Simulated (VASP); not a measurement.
Wanted: the native input for a VASP 6.6.1 run.

```yaml
Task: single point
Functional: PBEsol
Dispersion: D4
Potentials_or_basis: VASP PAW PBE potentials, release 64 (B, N)
Cutoff: 520 eV
k_mesh: 12 × 12 × 4
Occupations: fermi-dirac, width 0.05 eV
Spin: no spin polarisation
Dipole_correction: no
Further_INCAR_settings: ALGO = Normal; EDIFF = 1e-07; NBANDS = 16
```

The structure of BN lies in POSCAR:

```
BN
1.0
    2.4982400000      0.0000000000      0.0000000000
   -1.2491200000      2.1635393000      0.0000000000
    0.0000000000      0.0000000000      6.6357000000
B N
2 2
Direct
    0.3333333300      0.6666666700      0.2500000000
    0.6666666700      0.3333333300      0.7500000000
    0.3333333300      0.6666666700      0.7500000000
    0.6666666700      0.3333333300      0.2500000000
```

The input as run:

INCAR

```
PREC = Accurate
ENCUT = 520
EDIFF = 1E-7
ISMEAR = -1
SIGMA = 0.05
LREAL = F
LASPH = T
NELM = 100
ALGO = Normal
ISIF = 2
LWAVE = F
LCHARG = F
GGA = PS
IVDW = 13
NBANDS = 16
```

KPOINTS

```
regular mesh
0
Gamma
  12 12 4
```

Potentials or basis: VASP PAW PBE potentials, release 64 (B, N).

The run is started by

```sh
$ cat potpaw_PBE.64/B/POTCAR potpaw_PBE.64/N/POTCAR > POTCAR
$ mpirun -np 1 vasp_std > vasp.out
```

It gave:

The pressure is 1.1 GPa and the band gap on the k mesh is 4.18 eV, indirect (least direct gap 4.60 eV). The dispersion energy per atom is -0.093 eV.

Caveat: the PAW data sets were made with another functional, which shifts forces and pressure a little.

Wall time 22 s on 1 thread of Intel(R) Xeon(R) Platinum 8559C (Emerald Rapids), with other jobs on the host, peak memory 0.16 GiB.
